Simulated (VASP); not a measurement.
Set up this calculation in VASP 6.6.1, as the native input.

```
Task                   : single point
Functional             : r2SCAN
Potentials or basis    : VASP PAW PBE potentials, release 64 (Li_sv, F)
Cutoff                 : 520 eV
k mesh                 : 10 × 10 × 10
Occupations            : gaussian, width 0.01 eV
Spin                   : no spin polarisation
Dipole correction      : no
Further INCAR settings : ALGO = Normal; EDIFF = 1e-06; NBANDS = 12
```

LiF:

```xyz
2
Lattice="0.0000 1.9747 1.9747 1.9747 0.0000 1.9747 1.9747 1.9747 0.0000" Properties=species:S:1:pos:R:3 pbc="T T T"
Li    0.0000    0.0000    0.0000
F     1.9747    1.9747    1.9747
```

This cell differs from its parent crystal: volume changed by -3%.

The input as run:

POSCAR

```
LiF
1.0
    0.0000000000      1.9747201430      1.9747201430
    1.9747201430      0.0000000000      1.9747201430
    1.9747201430      1.9747201430      0.0000000000
Li F
1 1
Direct
    0.0000000000      0.0000000000      0.0000000000
    0.5000000000      0.5000000000      0.5000000000
```

INCAR.step1

```
SYSTEM = LiF
ALGO = Normal
EDIFF = 1E-4
ENCUT = 520
GGA = PE
ISMEAR = 0
LASPH = .True.
LCHARG = .False.
LREAL = .False.
LWAVE = .True.
NBANDS = 12
NELM = 80
PREC = Accurate
SIGMA = 0.01
```

INCAR.step2

```
SYSTEM = LiF
ALGO = Normal
EDIFF = 1E-6
ENCUT = 520
ISIF = 2
ISMEAR = 0
ISTART = 1
LASPH = .True.
LCHARG = .True.
LELF = .True.
LMIXTAU = .True.
LREAL = .False.
LVHAR = .True.
LWAVE = .False.
METAGGA = R2SCAN
NBANDS = 12
NELM = 80
PREC = Accurate
SIGMA = 0.01
```

KPOINTS

```
k-points
0
Gamma
  10 10 10
  0 0 0
```

Potentials or basis: VASP PAW PBE potentials, release 64 (Li_sv, F).

The run is started by

```console
$ cat potpaw_PBE.64/Li_sv/POTCAR potpaw_PBE.64/F/POTCAR > POTCAR
$ cp INCAR.step1 INCAR
$ mpirun -np 1 vasp_std > vasp.out
$ cp INCAR.step2 INCAR
$ mpirun -np 1 vasp_std > vasp.out
```

It gave:

| Quantity | Value |
| --- | --- |
| Band gap on the k mesh | 10.85 eV, direct |

Run time: 86 s on 1 thread of AMD EPYC 7R13 (shared host), peak memory 0.11 GiB.
